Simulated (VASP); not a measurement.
# CO2 in VASP: notebook

The runs below take CO2 through single point, with PBE.

Program: VASP 6.6.1. These are calculated values, not measurements. Logs are shortened: lines on timing, memory, paths and dates and some standing lists are left out, and cuts for length are marked.

## (1) The cell of the first run

The cell holds a disordered packing, 30 atoms: a = 8.406 Å, b = 8.406 Å, c = 8.406 Å, α = 90.00°, β = 90.00°, γ = 90.00°.

## (2) Single point, PBE

File INCAR:

```
SYSTEM = CO2
PREC = Accurate
ENCUT = 1000
EDIFF = 1E-6
ISMEAR = -1
SIGMA = 0.02
LREAL = Auto
LASPH = .TRUE.
NELM = 120
ALGO = Normal
ISIF = 2
LWAVE = .FALSE.
LCHARG = .TRUE.
GGA = PE
LELF = .TRUE.
LVHAR = .TRUE.
NBANDS = 101
GGA_COMPAT = .FALSE.
```

File KPOINTS:

```
regular mesh
0
G
  1 1 1
  0 0 0
```

File POSCAR:

```
CO2
1.0
    8.4061180000      0.0000000000      0.0000000000
    0.0000000000      8.4061180000      0.0000000000
    0.0000000000      0.0000000000      8.4061180000
C O
10 20
Direct
    0.0358191498      0.0108016566      0.9139058005
    0.5818381327      0.7475150837      0.1617393427
    0.5398092199      0.1797024500      0.8446110321
    0.7884971398      0.7492162256      0.6041552117
    1.0841865413      0.4804120047      0.2054099169
    0.4313881866      0.2404796126      0.3795806816
    0.7434942027      0.2252169194      0.1444781051
    0.4018382802      0.6774708611      0.7299445475
    0.0944907031      0.4653991295      0.6415922308
   -0.0115511108      0.1397910427      0.4422374275
    0.0044015561      0.1404572241      0.9453828747
    0.0546506723     -0.1100745909      0.8464073428
    0.6949224363      0.6747347587      0.2234325048
    0.4676118037      0.8129555164      0.1429910929
    0.4197775953      0.1905278988      0.9024974429
    0.6778872245      0.1570641764      0.8065078316
    0.7320858451      0.7603985573      0.7281839251
    0.8632403209      0.7327996110      0.4877518969
    1.1081214896      0.5549291599      0.0978097143
    1.0730280017      0.3786765782      0.2999244122
    0.4716445808      0.1311068914      0.3034575532
    0.3975794772      0.3479132698      0.4618540925
    0.7512861466      0.0901843158      0.0983569348
    0.6992050314      0.3574420440      0.1541972168
    0.4279502144      0.5817429639      0.8243162896
    0.3677321684      0.7839647266      0.6469335786
    0.0590165401      0.3507445411      0.7208916173
    0.1373523427      0.5723926312      0.5724759039
   -0.0973219743      0.2413718199      0.4797815115
    0.0833321636      0.0445389893      0.3989475285
```

Potentials or basis: VASP PAW PBE potentials, release 64 (C_h, O_h).

Run with:

```sh
cat potpaw_PBE.64/C_h/POTCAR potpaw_PBE.64/O_h/POTCAR > POTCAR
mpirun -np 1 vasp_gam > vasp.out
```

OUTCAR:

```text
SYSTEM = CO2
   PREC = Accurate
   ENCUT = 1000
   EDIFF = 1E-6
   ISMEAR = -1
   LREAL = Auto
   LASPH = .TRUE.
   NELM = 120
   ISIF = 2
   GGA = PE

 ion  position               nearest neighbor table
   1  0.036  0.011  0.914-  11 1.15  12 1.17
   2  0.582  0.748  0.162-  14 1.12  13 1.24
   3  0.540  0.180  0.845-  15 1.12  16 1.22
   4  0.788  0.749  0.604-  17 1.15  18 1.17
   5  0.084  0.480  0.205-  19 1.12  20 1.17
   6  0.431  0.240  0.380-  21 1.17  22 1.17
   7  0.743  0.225  0.144-  24 1.18  23 1.20
   8  0.402  0.677  0.730-  25 1.15  26 1.17
   9  0.094  0.465  0.642-  28 1.13  27 1.21
  10  0.988  0.140  0.442-  29 1.16  30 1.19
  11  0.004  0.140  0.945-   1 1.15
  12  0.055  0.890  0.846-   1 1.17
  13  0.695  0.675  0.223-   2 1.24
  14  0.468  0.813  0.143-   2 1.12
  15  0.420  0.191  0.902-   3 1.12
  16  0.678  0.157  0.807-   3 1.22
[... 12 lines left out ...]
  29  0.903  0.241  0.480-  10 1.16
  30  0.083  0.045  0.399-  10 1.19

  LATTYP: Found a simple cubic cell.
 ALAT       =     8.4061180000

  Lattice vectors:

 A1 = (   8.4061180000,   0.0000000000,   0.0000000000)
 A2 = (   0.0000000000,   8.4061180000,   0.0000000000)
 A3 = (   0.0000000000,   0.0000000000,   8.4061180000)

Analysis of symmetry for initial positions (statically):
=====================================================================
 Subroutine PRICEL returns:
 Original cell was already a primitive cell.

 Routine SETGRP: Setting up the symmetry group for a
 simple cubic supercell.

 Subroutine GETGRP returns: Found  1 space group operations
 (whereof  1 operations were pure point group operations)
 out of a pool of 48 trial point group operations.

The static configuration has the point symmetry C_1 .

Analysis of symmetry for dynamics (positions and initial velocities):
=====================================================================
 Subroutine PRICEL returns:
 Original cell was already a primitive cell.

 Routine SETGRP: Setting up the symmetry group for a
 simple cubic supercell.

 Subroutine GETGRP returns: Found  1 space group operations
 (whereof  1 operations were pure point group operations)
 out of a pool of 48 trial point group operations.

The dynamic configuration has the point symmetry C_1 .

 Subroutine INISYM returns: Found  1 space group operations
 (whereof  1 operations are pure point group operations),
 and found     1 'primitive' translations

----------------------------------------------------------------------------------------

                                     Primitive cell

  volume of cell :     594.0000

  direct lattice vectors                    reciprocal lattice vectors
     8.406118000  0.000000000  0.000000000     0.118960976  0.000000000  0.000000000
     0.000000000  8.406118000  0.000000000     0.000000000  0.118960976  0.000000000
     0.000000000  0.000000000  8.406118000     0.000000000  0.000000000  0.118960976

  length of vectors
     8.406118000  8.406118000  8.406118000     0.118960976  0.118960976  0.118960976

  position of ions in fractional coordinates (direct lattice)
     0.035819150  0.010801657  0.913905800
     0.581838133  0.747515084  0.161739343
     0.539809220  0.179702450  0.844611032
     0.788497140  0.749216226  0.604155212
     0.084186541  0.480412005  0.205409917
     0.431388187  0.240479613  0.379580682
[... 22 lines left out ...]
     0.902678026  0.241371820  0.479781512
     0.083332164  0.044538989  0.398947529

  ion indices of the primitive-cell ions
   primitive index   ion index
                 1           1
                 2           2
                 3           3
                 4           4
                 5           5
                 6           6
[... 22 lines left out ...]
                29          29
                30          30

----------------------------------------------------------------------------------------

 KPOINTS: regular mesh

Automatic generation of k-mesh.
 Grid dimensions read from file:
 generate k-points for:    1    1    1

 Generating k-lattice:

  Cartesian coordinates                     Fractional coordinates (reciprocal lattice)
     0.118960976  0.000000000  0.000000000     1.000000000  0.000000000  0.000000000
     0.000000000  0.118960976  0.000000000     0.000000000  1.000000000  0.000000000
     0.000000000  0.000000000  0.118960976     0.000000000  0.000000000  1.000000000

  Length of vectors
     0.118960976  0.118960976  0.118960976

  Shift w.r.t. Gamma in fractional coordinates (k-lattice)
     0.000000000  0.000000000  0.000000000

 Subroutine IBZKPT returns following result:
 ===========================================

 Found      1 irreducible k-points:

 Following reciprocal coordinates:
            Coordinates               Weight
  0.000000  0.000000  0.000000      1.000000
   k-points           NKPTS =      1   k-points in BZ     NKDIM =      1   number of bands    NBANDS=    101
   number of dos      NEDOS =    301   number of ions     NIONS =     30
   total plane-waves  NPLWV = 729000
   dimension x,y,z NGX =    90 NGY =   90 NGZ =   90
   dimension x,y,z NGXF=   180 NGYF=  180 NGZF=  180
   ions per type =              10  20
   NGX,Y,Z   is equivalent  to a cutoff of  17.80, 17.80, 17.80 a.u.
   NGXF,Y,Z  is equivalent  to a cutoff of  35.60, 35.60, 35.60 a.u.
 SYSTEM =  CO2
   PREC   = accura    normal or accurate (medium, high low for compatibility)
   ISTART =      0    job   : 0-new  1-cont  2-samecut
   ICHARG =      2    charge: 1-file 2-atom 10-const
   ISPIN  =      1    spin polarized calculation?
   LNONCOLLINEAR =      F non collinear calculations
   LSORBIT =      F    spin-orbit coupling
   LASPH  =      T    aspherical Exc in radial PAW
   ENCUT  = 1000.0 eV  73.50 Ry    8.57 a.u.  21.67 21.67 21.67*2*pi/ulx,y,z
   NELM   =    120;   NELMIN=  2; NELMDL= -5     # of ELM steps
   EDIFF  = 0.1E-05   stopping-criterion for ELM
   LREAL  =      T    real-space projection
   EDIFFG = 0.1E-04   stopping-criterion for IOM
   NSW    =      0    number of steps for IOM
   IBRION =     -1    ionic relax: 0-MD 1-quasi-New 2-CG
   NFREE  =      0    steps in history (QN), initial steepest desc. (CG)
   ISIF   =      2    stress and relaxation
   ISYM   =      2    0-nonsym 1-usesym 2-fastsym
   POTIM  = 0.5000    time-step for ionic-motion
   TEBEG  =    0.0;   TEEND  =   0.0 temperature during run
   PSTRESS=    0.0 pullay stress
   NELECT =     160.0000    total number of electrons
   NUPDOWN=      -1.0000    fix difference up-down
   EMIN   =  10.00;   EMAX   =-10.00  energy-range for DOS
   EFERMI =   0.00;   METHOD = LEGACY
   ISMEAR =    -1;   SIGMA  =   0.02  broadening in eV -4-tet -1-fermi 0-gaus
   EFERMI_NEDOS =   21; number of points for ismear=-14 and -15
   IALGO  =     38    algorithm
   IMIX   =      4    mixing-type and parameters
     AMIX     =   0.40;   BMIX     =  1.00
     AMIX_MAG =   1.60;   BMIX_MAG =  1.00
  volume/ion in A,a.u.               =      19.80       133.62
  Fermi-wavevector in a.u.,A,eV,Ry     =   1.057270  1.997951 15.208869  1.117820
  Thomas-Fermi vector in A             =   2.192537
   LORBIT       =      0    0 simple, 1 ext, 2 COOP (PROOUT), +10 PAW based schemes
   GGA     = PE    functional components
   LHFCALC =     F    Hartree Fock is set to
   AEXX    =    0.0000 exact exchange contribution
   IVDW    =     0    specifies the selected vdW correction
   LEPSILON=     F    determine dielectric tensor
   LRPA    =     F    only Hartree local field effects (RPA)
 non-spin polarized calculation
  energy-cutoff  :     1000.00
  volume of cell :      594.00
 maximum number of plane-waves:     21346
 NGX is ok and might be reduce to    90
   NGX = 43   NGY = 43   NGZ = 43

 number of electron     159.9999998 magnetization

 Free energy of the ion-electron system (eV)
  ---------------------------------------------------
  ext. energy  EPLUGINS =         0.00000000
  ---------------------------------------------------
  free energy    TOTEN  =      -229.53175387 eV

  energy without entropy =     -229.53175387  energy(sigma->0) =     -229.53175387

 E-fermi :  -3.7092     XC(G=0):  -6.5326

 val. band max:       -4.2178608607   @ k =   0.0000   0.0000   0.0000
 cond. band min:       1.2965921715   @ k =   0.0000   0.0000   0.0000
 fundamental gap:      5.5144530322
 Fermi energy:        -3.7092362494

 k-point     1 :       0.0000    0.0000    0.0000
  band No.  band energies     occupation
      1     -25.4995      2.00000
      2     -25.4925      2.00000
      3     -25.3887      2.00000
      4     -25.2840      2.00000
      5     -25.1984      2.00000
      6     -25.1510      2.00000
[... 84 lines left out ...]
     91       3.5337      0.00000
     92       3.6504      0.00000
 [bands above 92 left out]

------------------------ aborting loop because EDIFF is reached ----------------------------------------

  FORCE on cell =-STRESS in cart. coord.  units (eV):
  Direction    XX          YY          ZZ          XY          YZ          ZX
  --------------------------------------------------------------------------------------
  -------------------------------------------------------------------------------------
  Total        8.2065342      7.8807506     12.5234631      2.5522392     -5.5438989     -4.6331184
  in kB       22.1352239     21.2564981     33.7791391      6.8840738    -14.9533823    -12.4967630
  external PRESSURE =      25.7236204 kB  Pullay stress =       0.0000000 kB

 VOLUME and BASIS-vectors are now :
 -----------------------------------------------------------------------------
  energy-cutoff  :     1000.00
  volume of cell :      594.00
      direct lattice vectors                 reciprocal lattice vectors
     8.406118000  0.000000000  0.000000000     0.118960976  0.000000000  0.000000000
     0.000000000  8.406118000  0.000000000     0.000000000  0.118960976  0.000000000
     0.000000000  0.000000000  8.406118000     0.000000000  0.000000000  0.118960976

 POSITION                                       TOTAL-FORCE (eV/Angst)
 -----------------------------------------------------------------------------------
      0.30110      0.09080      7.68240        -0.260664     -0.949916     -2.334145
      4.89100      6.28370      1.35960         7.961204     -5.199056      4.813449
      4.53770      1.51060      7.09990         8.066475     -1.508744     -1.966032
      6.62820      6.29800      5.07860         2.050125     -0.432129     -1.652226
      0.70768      4.03840      1.72670        -0.134586     -4.031684      2.973925
      3.62630      2.02150      3.19080         0.293511     -0.105785      0.400206
[... 22 lines left out ...]
      7.58802      2.02900      4.03310        -1.343427     -0.509476      0.419882
      0.70050      0.37440      3.35360        -1.085520      0.793683      0.597610
 -----------------------------------------------------------------------------------
    total drift:                               -0.001046     -0.001930     -0.004664

  FREE ENERGIE OF THE ION-ELECTRON SYSTEM (eV)
  ---------------------------------------------------
  free  energy   TOTEN  =      -229.5317538743 eV

  energy  without entropy=     -229.5317538743  energy(sigma->0) =     -229.53175387
```

It took 5 min on 1 thread of Intel Xeon Platinum 8488C (Sapphire Rapids), shared host; peak memory 1.2 GiB.

What came out:

| Property | Result |
| --- | --- |
| Free energy | -229.5318 eV |
| Pressure | 2.6 GPa |
| Largest force | 10.657 eV/Å |

Forces on the atoms (eV/Å):
```
C   -0.261 -0.950 -2.334
C    7.961 -5.199  4.813
C    8.066 -1.509 -1.966
C    2.050 -0.432 -1.652
C   -0.135 -4.032  2.974
C    0.294 -0.106  0.400
C   -1.817 -2.192 -2.492
C   -0.786  2.142 -0.689
C   -1.483 -5.743  4.166
C    1.556 -1.291 -0.697
O    0.448  1.422  1.443
O    0.415 -0.553  0.847
O   -3.345  2.452 -3.043
O   -4.769  2.888 -1.982
O   -4.730  0.675  1.542
O   -3.643  0.899 -0.128
O   -1.534  0.310  1.924
O   -0.519  0.264 -0.117
O    0.632  4.084 -4.205
O    0.043  0.653  0.281
O   -0.308  0.132  0.011
O   -0.047 -0.087 -0.198
O    0.585  1.954  2.300
O    1.036 -0.109  0.820
O    0.562 -1.825  1.100
O    0.446 -0.073 -0.320
O    0.738  2.723 -1.637
O    0.975  3.216 -2.178
O   -1.343 -0.509  0.420
O   -1.086  0.794  0.598
```

Stress tensor (GPa, compression positive):
```
 2.21  0.69 -1.25
 0.69  2.13 -1.50
-1.25 -1.50  3.38
```

Caveat: the k points lie up to 0.75 Å⁻¹ apart.

## (3) Single point, PBE

File INCAR:

```
ALGO     = Normal         # electronic algorithm
EDIFF    = 1E-6           # SCF threshold, eV
ENCUT    = 1000           # plane-wave cutoff, eV
GGA      = PE             # functional
GGA_COMPAT= F            
ISIF     = 2              # what is computed and relaxed
ISMEAR   = -1             # smearing method
LASPH    = T              # aspherical terms in the spheres
LCHARG   = F              # write CHGCAR
LREAL    = Auto         
LWAVE    = F              # write WAVECAR
NBANDS   = 101            # bands
NELM     = 120            # most SCF steps
PREC     = Accurate       # precision mode
SIGMA    = 0.02           # smearing width, eV
```

File KPOINTS:

```
k-points
0
Gamma
  1 1 1
```

File POSCAR:

```
CO2
1.0
    8.4061180000      0.0000000000      0.0000000000
    0.0000000000      8.4061180000      0.0000000000
    0.0000000000      0.0000000000      8.4061180000
C O
10 20
Direct
    0.0851410456      0.0419048847      0.9435776496
    0.4299658734      0.7979193852      0.2422191047
    0.5202423945      0.1260165156      0.7598474867
    0.8192398872      0.7424445696      0.6748337140
    1.0203197684      0.5883363029      0.2736775051
    0.4175361883      0.2482468121      0.3751422678
    0.6950730808      0.3855522713      0.0788970909
    0.4379295106      0.6582400024      0.8100932560
    0.0963808238      0.4500562993      0.6927967499
   -0.0313455337      0.0842233150      0.3766968685
    0.1016507487      0.1271700728      1.0523353266
    0.0677901056     -0.0438694558      0.8354034357
    0.4501076513      0.7639662608      0.3755540514
    0.4094052007      0.8305557388      0.1083665494
    0.4156565112      0.1479432361      0.8488022032
    0.6247502235      0.1048206540      0.6702667671
    0.8026551619      0.6891091189      0.8025379840
    0.8354051549      0.7927851802      0.5462395406
    1.0462940746      0.7091194593      0.2095920714
    0.9949678968      0.4666424667      0.3364892434
    0.4558881444      0.1591630581      0.2755509951
    0.3793594705      0.3383027187      0.4743398794
    0.7414440120      0.3003330934     -0.0207049283
    0.6502226380      0.4721567668      0.1784676334
    0.4281265138      0.5355494582      0.8755107614
    0.4488278651      0.7797744548      0.7437743439
    0.0524533176      0.3232605949      0.7289730989
    0.1383143233      0.5781552872      0.6569640207
   -0.1587355091      0.1075688562      0.3259150431
    0.0961228562      0.0612301217      0.4277181863
```

Potentials or basis: VASP PAW PBE potentials, release 64 (C_h, O_h).

Run with:

```sh
cat potpaw_PBE.64/C_h/POTCAR potpaw_PBE.64/O_h/POTCAR > POTCAR
mpirun -np 1 vasp_gam > vasp.out
```

OUTCAR:

```text
EDIFF = 1E-6
   ENCUT = 1000
   GGA = PE
   ISIF = 2
   ISMEAR = -1
   LASPH = T
   LREAL = Auto
   NELM = 120
   PREC = Accurate

 ion  position               nearest neighbor table
   1  0.085  0.042  0.944-  12 1.17  11 1.17
   2  0.430  0.798  0.242-  13 1.17  14 1.17
   3  0.520  0.126  0.760-  15 1.17  16 1.17
   4  0.819  0.742  0.675-  18 1.17  17 1.17
   5  0.020  0.588  0.274-  19 1.17  20 1.17
   6  0.418  0.248  0.375-  21 1.17  22 1.17
   7  0.695  0.386  0.079-  23 1.17  24 1.17
   8  0.438  0.658  0.810-  26 1.17  25 1.17
[... 347 lines left out ...]
  Total        1.4823543      0.9746357      1.3746883      0.1853068      0.1910911     -0.0406911
  in kB        3.9983072      2.6288540      3.7079031      0.4998222      0.5154240     -0.1097547
  external PRESSURE =       3.4450214 kB  Pullay stress =       0.0000000 kB

 VOLUME and BASIS-vectors are now :
 -----------------------------------------------------------------------------
  energy-cutoff  :     1000.00
  volume of cell :      594.00
      direct lattice vectors                 reciprocal lattice vectors
     8.406118000  0.000000000  0.000000000     0.118960976  0.000000000  0.000000000
     0.000000000  8.406118000  0.000000000     0.000000000  0.118960976  0.000000000
     0.000000000  0.000000000  8.406118000     0.000000000  0.000000000  0.118960976

 POSITION                                       TOTAL-FORCE (eV/Angst)
 -----------------------------------------------------------------------------------
      0.71571      0.35226      7.93183         0.004804      0.001258      0.008639
      3.61434      6.70740      2.03612         0.011295     -0.010147      0.018808
      4.37322      1.05931      6.38737         0.009763     -0.003159     -0.001171
      6.88663      6.24108      5.67273         0.022119      0.006008     -0.063618
      0.17081      4.94562      2.30057         0.023842      0.024946     -0.008347
      3.50986      2.08679      3.15349         0.006571     -0.013503     -0.029090
[... 22 lines left out ...]
      7.07177      0.90424      2.73968        -0.018715      0.001270     -0.006990
      0.80802      0.51471      3.59545         0.005460      0.003160      0.002558
 -----------------------------------------------------------------------------------
    total drift:                                0.007394     -0.002365     -0.001979

  FREE ENERGIE OF THE ION-ELECTRON SYSTEM (eV)
  ---------------------------------------------------
  free  energy   TOTEN  =      -232.8194904123 eV

  energy  without entropy=     -232.8194904123  energy(sigma->0) =     -232.81949041
```

Wall time 2.4 min (1 thread of AMD EPYC 9R45 (Zen 5), shared host); peak memory 1.2 GiB.

What came out:

- Free energy: -232.8195 eV
- Pressure: 0.3 GPa
- Largest force: 0.100 eV/Å

Forces on the atoms (eV/Å):
```
C    0.005  0.001  0.009
C    0.011 -0.010  0.019
C    0.010 -0.003 -0.001
C    0.022  0.006 -0.064
C    0.024  0.025 -0.008
C    0.007 -0.014 -0.029
C   -0.002  0.011  0.004
C   -0.001 -0.009  0.001
C   -0.004  0.011  0.003
C    0.008  0.004  0.014
O   -0.004 -0.013 -0.014
O    0.006  0.000  0.026
O   -0.009  0.003 -0.028
O    0.009  0.005  0.015
O   -0.009  0.017  0.010
O    0.005  0.000 -0.009
O   -0.019  0.009 -0.015
O   -0.011 -0.020  0.070
O   -0.010 -0.041  0.016
O    0.005  0.037 -0.021
O   -0.004  0.004  0.013
O   -0.001  0.010  0.016
O   -0.005  0.016  0.025
O    0.011 -0.019 -0.024
O   -0.005  0.009 -0.002
O   -0.009  0.000 -0.007
O    0.022  0.047 -0.035
O   -0.035 -0.091  0.022
O   -0.019  0.001 -0.007
O    0.005  0.003  0.003
```

Caveat: the k points lie up to 0.75 Å⁻¹ apart.
